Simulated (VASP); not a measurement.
# LiYRh: single point with PBE

LiYRh:

```xyz
3
Lattice="4.3587 0.0000 0.0000 -2.1793 3.7747 0.0000 0.0000 0.0000 3.4162" Properties=species:S:1:pos:R:3 pbc="T T T"
Li    2.1793    1.2582    1.7081
Y     0.0000    0.0000    0.0000
Rh    0.0000    2.5165    1.7081
```

The cell was built from a structure type or drawn by symmetry, and may not be a known phase.

- Program: VASP 6.6.1
- Task: single point
- Functional: PBE
- Potentials or basis: VASP PAW PBE potentials, release 64 (Li_sv, Y_sv, Rh_pv)
- Cutoff: 520 eV
- k mesh: 12 × 12 × 14
- Occupations: gaussian, width 0.1 eV
- Spin: no spin polarisation

The band gap on the k mesh is zero (an odd number of electrons rules out a gap without spin polarisation).

Levels at points of the mesh, in eV from the Fermi level:
```tsv
k point	band 10	band 11	band 12	band 13	band 14	band 15	band 16	band 17	band 18	band 19
(0.00, 0.00, 0.00)	-2.86	-2.29	-2.29	-1.33	-1.33	0.84	0.84	1.23	4.41	4.41
(0.50, 0.00, 0.00)	-2.90	-2.11	-1.72	-1.49	-1.39	-1.23	1.51	2.18	3.23	3.48
(0.00, 0.00, 0.50)	-2.76	-2.40	-2.40	-2.39	-2.33	0.76	2.78	2.78	3.68	3.68
(0.50, 0.00, 0.50)	-2.77	-1.98	-1.70	-1.49	0.01	0.18	0.53	1.27	1.38	3.94
```

Wall time 6.6 min on 1 thread of Intel(R) Xeon(R) 6975P-C (Granite Rapids), on a shared host, peak memory 0.37 GiB.
